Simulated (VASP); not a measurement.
Crystal: GaN.

```
Ga N
1.0
     0.00000    2.25350    2.25350
     2.25350    0.00000    2.25350
     2.25350    2.25350    0.00000
Ga N
1 1
Direct
  0.00000 0.00000 0.00000
  0.25000 0.25000 0.25000
```

```yaml
Program: VASP 6.6.1
Task: relaxation of cell and atoms
Functional: revPBE
Potentials_or_basis: VASP PAW PBE potentials, release 64 (Ga_d, N)
Cutoff: 600 eV
k_mesh: 10 × 10 × 10
Occupations: fermi-dirac, width 0.05 eV
Spin: no spin polarisation
```

At the start: pressure 7.8 GPa; volume 11.44 Å³/atom.

How do energy, volume and symmetry change on relaxing?

Over 3 steps the energy falls by 11.9 meV/atom and the volume is 11.96 Å³/atom (+4.5 %); space group F-43m (No. 216, to 0.05 Å).

The path:
| step | energy change (eV) | largest force (eV/Å) | pressure (GPa) | volume (Å³) |
| --- | --- | --- | --- | --- |
| 1 | 0.0000 | 0.0000 | 7.78 | 22.89 |
| 2 | -0.0089 | 0.0000 | -5.24 | 24.78 |
| 3 | -0.0238 | 0.0000 | -0.02 | 23.91 |

Final structure:
```cif
data_structure
_symmetry_space_group_name_H-M 'P 1'
_symmetry_Int_Tables_number 1
_cell_length_a 3.2337
_cell_length_b 3.2337
_cell_length_c 3.2337
_cell_angle_alpha 60.000
_cell_angle_beta 60.000
_cell_angle_gamma 60.000
_cell_volume 23.91
loop_
_atom_site_label
_atom_site_type_symbol
_atom_site_fract_x
_atom_site_fract_y
_atom_site_fract_z
_atom_site_occupancy
Ga1 Ga 0.00000 0.00000 0.00000 1
N1 N 0.25000 0.25000 0.25000 1
```

Caveat: the PAW data sets were made with another functional, which shifts forces and pressure a little.
